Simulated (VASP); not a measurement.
Wanted: the native input for a VASP 6.6.1 run.

```
Task                   : relaxation of cell and atoms
Functional             : r2SCAN
Potentials or basis    : VASP PAW PBE potentials, release 64 (Be, C)
Cutoff                 : 660 eV
k mesh                 : 10 × 10 × 10
Occupations            : gaussian, width 0.01 eV
Spin                   : no spin polarisation
Target pressure        : 7 GPa
Dipole correction      : no
Further INCAR settings : ALGO = Normal; EDIFF = 1e-07; IBRION = 2; EDIFFG = -0.002; NSW = 100; ISIF = 3
```

The system is Be2C.

```
Be C
1.0
     2.16046    2.16046    0.00000
    -2.16046    2.16046    0.00000
     0.00000    2.16046    2.16046
Be C
2 1
Direct
  0.25000 0.75000 0.50000
  0.75000 0.25000 0.50000
  0.00000 0.00000 0.00000
```

These files were run (other wordings do the same):

POSCAR

```
Be2C
1.0
    2.1604635391      2.1604635391      0.0000000000
   -2.1604635391      2.1604635391      0.0000000000
    0.0000000000      2.1604635391      2.1604635391
Be C
2 1
Direct
    0.2500000000      0.7500000000      0.5000000000
    0.7500000000      0.2500000000      0.5000000000
    0.0000000000      0.0000000000      0.0000000000
```

INCAR.step1

```
PREC = Accurate
ENCUT = 660
ISMEAR = 0
SIGMA = 0.01
LREAL = False
LASPH = True
NELM = 120
GGA = PE
ALGO = Normal
EDIFF = 1E-5
LWAVE = True
LCHARG = False
GGA_COMPAT = False
IBRION = 2
ISIF = 3
EDIFFG = -0.005
NELMIN = 4
NSW = 100
```

INCAR.step2

```
PREC = Accurate
ENCUT = 660
EDIFF = 1E-7
ISMEAR = 0
SIGMA = 0.01
LREAL = False
LASPH = True
NELM = 120
ALGO = Normal
ISIF = 3
LWAVE = False
LCHARG = False
METAGGA = R2SCAN
LMIXTAU = True
IBRION = 2
NSW = 100
EDIFFG = -0.002
PSTRESS = 70.0
ISTART = 1
GGA_COMPAT = False
NELMIN = 4
```

KPOINTS

```
regular mesh
0
Gamma
  10 10 10
```

Potentials or basis: VASP PAW PBE potentials, release 64 (Be, C).

The run is started by

```sh
$ cat potpaw_PBE.64/Be/POTCAR potpaw_PBE.64/C/POTCAR > POTCAR
$ cp INCAR.step1 INCAR
$ mpirun -np 1 vasp_std > vasp.out
$ cp INCAR.step2 INCAR
$ mpirun -np 1 vasp_std > vasp.out
```

Results of the run:

```
Relaxed volume                                             : 6.53 Å³/atom
Relaxed cell                                               : a = 3.027 Å, b = 3.027 Å, c = 3.027 Å, α = 60.00°, β = 60.00°, γ = 90.00°
Space group after relaxing (to 0.1 Å)                      : Fm-3m (No. 225)
Energy change on relaxing (the run minimises the enthalpy) : +4.5 meV/atom
Ionic steps                                                : 3
Pressure after relaxing                                    : 7.0 GPa
Band gap on the k mesh                                     : 1.54 eV (least direct gap 4.69 eV)
```

Caveat: the cell is relaxed towards a set pressure, so the run minimises the enthalpy, not the energy; the PAW data sets were made with another functional, which shifts forces and pressure a little.

It took 94 s on 1 thread of AMD EPYC 9R45 96-Core Processor (Zen 5) (shared host), peak memory 0.13 GiB.
